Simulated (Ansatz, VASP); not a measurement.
## Two plane-wave programs on HfO2

Contents of INCAR:

```
PREC = Accurate ; ENCUT = 520
EDIFF = 1E-8 ; ISMEAR = -1
SIGMA = 0.02 ; LREAL = Auto
LASPH = T ; NELM = 100
ALGO = Normal ; ISIF = 2
LWAVE = F ; LCHARG = F
GGA = PS ; LEFG = T
NBANDS = 106
```

KPOINTS

```
Automatic mesh
0
Gamma
  5 3 5
```

The input POSCAR:

```
HfO2
1.0
    5.0598000000      0.0000000000      0.0000000000
    0.0000000000     10.0172000000      0.0000000000
    0.0000000000      0.0000000000      5.2276000000
Hf O
8 16
Direct
    0.7451451983      0.8845375016      0.9648639152
    0.2451451983      0.6154624984      0.0351360848
    0.2548548017      0.3845375016      0.5351360848
    0.7548548017      0.1154624984      0.4648639152
    0.2548548017      0.1154624984      0.0351360848
    0.7548548017      0.3845375016      0.9648639152
    0.7451451983      0.6154624984      0.4648639152
    0.2451451983      0.8845375016      0.5351360848
    0.8705067731      0.7907435841      0.6240161033
    0.3705067731      0.7092564159      0.3759838967
    0.1294932269      0.2907435841      0.8759838967
    0.6294932269      0.2092564159      0.1240161033
    0.1294932269      0.2092564159      0.3759838967
    0.6294932269      0.2907435841      0.6240161033
    0.8705067731      0.7092564159      0.1240161033
    0.3705067731      0.7907435841      0.8759838967
    0.5028771792      0.9764425487      0.2617207594
    0.0028771792      0.5235574513      0.7382792406
    0.4971228208      0.4764425487      0.2382792406
    0.9971228208      0.0235574513      0.7617207594
    0.4971228208      0.0235574513      0.7382792406
    0.9971228208      0.4764425487      0.2617207594
    0.5028771792      0.5235574513      0.7617207594
    0.0028771792      0.9764425487      0.2382792406
```

Input for Ansatz:

```yaml
crystal:
  lattice:
    - [5.0598, 0.0, 0.0]
    - [0.0, 10.0172, 0.0]
    - [0.0, 0.0, 5.2276]
  atoms:
    - { symbol: Hf, position: [0.7451451983, 0.8845375016, 0.9648639152] }
    - { symbol: Hf, position: [0.2451451983, 0.6154624984, 0.0351360848] }
    - { symbol: Hf, position: [0.2548548017, 0.3845375016, 0.5351360848] }
    - { symbol: Hf, position: [0.7548548017, 0.1154624984, 0.4648639152] }
    - { symbol: Hf, position: [0.2548548017, 0.1154624984, 0.0351360848] }
    - { symbol: Hf, position: [0.7548548017, 0.3845375016, 0.9648639152] }
    - { symbol: Hf, position: [0.7451451983, 0.6154624984, 0.4648639152] }
    - { symbol: Hf, position: [0.2451451983, 0.8845375016, 0.5351360848] }
    - { symbol: O, position: [0.8705067731, 0.7907435841, 0.6240161033] }
    - { symbol: O, position: [0.3705067731, 0.7092564159, 0.3759838967] }
    - { symbol: O, position: [0.1294932269, 0.2907435841, 0.8759838967] }
    - { symbol: O, position: [0.6294932269, 0.2092564159, 0.1240161033] }
    - { symbol: O, position: [0.1294932269, 0.2092564159, 0.3759838967] }
    - { symbol: O, position: [0.6294932269, 0.2907435841, 0.6240161033] }
    - { symbol: O, position: [0.8705067731, 0.7092564159, 0.1240161033] }
    - { symbol: O, position: [0.3705067731, 0.7907435841, 0.8759838967] }
    - { symbol: O, position: [0.5028771792, 0.9764425487, 0.2617207594] }
    - { symbol: O, position: [0.0028771792, 0.5235574513, 0.7382792406] }
    - { symbol: O, position: [0.4971228208, 0.4764425487, 0.2382792406] }
    - { symbol: O, position: [0.9971228208, 0.0235574513, 0.7617207594] }
    - { symbol: O, position: [0.4971228208, 0.0235574513, 0.7382792406] }
    - { symbol: O, position: [0.9971228208, 0.4764425487, 0.2617207594] }
    - { symbol: O, position: [0.5028771792, 0.5235574513, 0.7617207594] }
    - { symbol: O, position: [0.0028771792, 0.9764425487, 0.2382792406] }
kpoints:
  mp_grid: { grid: [5, 3, 5] }
scf:
  occupations: { method: fermi_dirac, width: 0.02 }
hamiltonian:
  xc: pbesol
  pseudopotentials: { kind: paw }
output:
  forces: true
  stress: true
  populations: true
  efg:
    quadrupole_moments_barn: { Hf: 3.365, O: -0.02558 }
    contact_densities: true
```

Alike in both runs: task electric field gradients; functional PBEsol; k mesh 5 × 3 × 5; occupations fermi-dirac, width 0.02 eV; no spin polarisation.

|  | VASP | Ansatz |
| --- | --- | --- |
| version | VASP 6.6.1 | Ansatz 0.2.0 |
| potentials or method | VASP PAW PBE potentials, release 64 (Hf_pv, O) | plane-wave PAW, scalar-relativistic |
| plane-wave cutoff (eV) | 520 | 420 |
| valence electrons in the cell | 176 | 304 |

```csv
,VASP,Ansatz,Ansatz less VASP
gap on the k mesh at the Fermi level (eV),4.19,4.22,+0.039
pressure (GPa),-5.4,-2.3,+3.15
"traceless stress, the component that is largest in VASP (GPa)",-0.26,-0.30,-0.047
rms of the force components (eV/Å),0.053,0.033,-0.0203
size of Vzz on the site where it differs most (V/Å²),94.4,113.5,+19.04
```

VASP's potentials were made for PBE, not for PBEsol. Atom by atom the forces differ by 0.023 eV/Å (rms over components). VASP's potentials hold 176 valence electrons a cell and Ansatz's 304, so a difference there can come from the potentials and not from the codes.

Spin-orbit coupling is off throughout.
